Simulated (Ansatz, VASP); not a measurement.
## One calculation of Na, two programs

Contents of INCAR:

```
SYSTEM = Na
ALGO = Normal ; EDIFF = 1E-6
ENCUT = 520 ; GGA = PE
ISIF = 2 ; ISMEAR = -1
LASPH = .True. ; LCHARG = .False.
LREAL = .False. ; LWAVE = .False.
NBANDS = 10 ; NELM = 80
PREC = Accurate ; SIGMA = 0.05
```

The input KPOINTS:

```
k-points
0
Gamma
  12 12 12
  0 0 0
```

POSCAR

```
Na
1.0
   -2.0539750000      2.0539750000      2.1175000000
    2.0539750000     -2.0539750000      2.1175000000
    2.0539750000      2.0539750000     -2.1175000000
Na
1
Direct
    0.0000000000      0.0000000000      0.0000000000
```

Input for Ansatz:

```yaml
crystal:
  lattice:
    - [-2.053975, 2.053975, 2.1175]
    - [2.053975, -2.053975, 2.1175]
    - [2.053975, 2.053975, -2.1175]
  atoms:
    - { symbol: Na, position: [0.0, 0.0, 0.0] }
kpoints:
  mp_grid: { grid: [12, 12, 12] }
scf:
  occupations: { method: fermi_dirac, width: 0.05 }
hamiltonian:
  xc: pbe
  pseudopotentials: { kind: all_electron, lapw: { basis_error: 0.00025 } }
output:
  forces: true
  stress: true
  eigenvalues: true
```

Change from the starting cell: x and y stretched by -3 %, z held.

Alike in both runs: task single point; functional PBE; k mesh 12 × 12 × 12; occupations fermi-dirac, width 0.05 eV; no spin polarisation.

|  | VASP | Ansatz |
| --- | --- | --- |
| version | VASP 6.6.1 | Ansatz 0.2.0 |
| potentials or method | VASP PAW PBE potentials, release 64 (Na_pv), cutoff 520 eV | all-electron LAPW, scalar-relativistic |

|  | VASP | Ansatz | Ansatz less VASP |
| --- | --- | --- | --- |
| pressure (GPa) | 0.3 | 0.3 | +0.04 |

Ansatz ran all-electron here, and VASP with PAW potentials.
